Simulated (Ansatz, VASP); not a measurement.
**One calculation of MgO, two programs**

The input INCAR:

```
SYSTEM = MgO
PREC = Accurate
ENCUT = 520
EDIFF = 1E-7
ISMEAR = 0
SIGMA = 0.05
LREAL = .False.
LASPH = .True.
NELM = 100
ALGO = Normal
ISIF = 2
LWAVE = .False.
LCHARG = .False.
GGA = PE
NBANDS = 26
```

File KPOINTS:

```
Automatic mesh
0
Gamma
  6 6 6
  0 0 0
```

The input POSCAR:

```
MgO
1.0
    4.2538458108      0.0000000000      0.0000000000
    0.0000000000     -4.2538458108      0.0000000000
    0.0000000000      0.0000000000     -4.2538458108
Mg O
4 4
Direct
    0.0000000000      0.0000000000      0.0000000000
    0.5000000000      0.5000000000      0.0000000000
    0.5000000000      0.0000000000      0.5000000000
    0.0000000000      0.5000000000      0.5000000000
    0.5000000000      0.0000000000      0.0000000000
    0.0000000000      0.5000000000      0.0000000000
    0.0000000000      0.0000000000      0.5000000000
    0.5000000000      0.5000000000      0.5000000000
```

Input for Ansatz:

```yaml
crystal:
  lattice:
    - [4.2538458108, 0.0, 0.0]
    - [0.0, -4.2538458108, 0.0]
    - [0.0, 0.0, -4.2538458108]
  atoms:
    - { symbol: Mg, position: [0.0, 0.0, 0.0] }
    - { symbol: Mg, position: [0.5, 0.5, 0.0] }
    - { symbol: Mg, position: [0.5, 0.0, 0.5] }
    - { symbol: Mg, position: [0.0, 0.5, 0.5] }
    - { symbol: O, position: [0.5, 0.0, 0.0] }
    - { symbol: O, position: [0.0, 0.5, 0.0] }
    - { symbol: O, position: [0.0, 0.0, 0.5] }
    - { symbol: O, position: [0.5, 0.5, 0.5] }
basis:
  ecutwfc: 420
kpoints:
  mp_grid: { grid: [6, 6, 6] }
hamiltonian:
  xc: pbe
scf:
  occupations: { method: gaussian, width: 0.05 }
output:
  forces: true
  stress: true
  eigenvalues: true
  write_density: true
  write_potential: true
  elf: true
  volumetric_format: npy
```

Alike in both runs: task single point; functional PBE; k mesh 6 × 6 × 6; occupations gaussian, width 0.05 eV; no spin polarisation.

|  | VASP | Ansatz |
| --- | --- | --- |
| version | VASP 6.6.1 | Ansatz 0.2.0 |
| potentials or method | VASP PAW PBE potentials, release 64 (Mg, O), cutoff 520 eV | scalar-relativistic, plane waves, PAW |
| valence electrons in the cell | 32 | 64 |

```csv
,VASP,Ansatz,Ansatz less VASP
gap on the k mesh at the Fermi level (eV),4.44,4.46,+0.017
least direct gap on the mesh (eV),4.44,4.46,+0.017
pressure (GPa),-0.7,0.0,+0.73
```

With one functional, cell and mesh, what is left measures potentials, basis and numerics. VASP's potentials hold 32 valence electrons a cell and Ansatz's 64, so a difference there can come from the potentials and not from the codes.
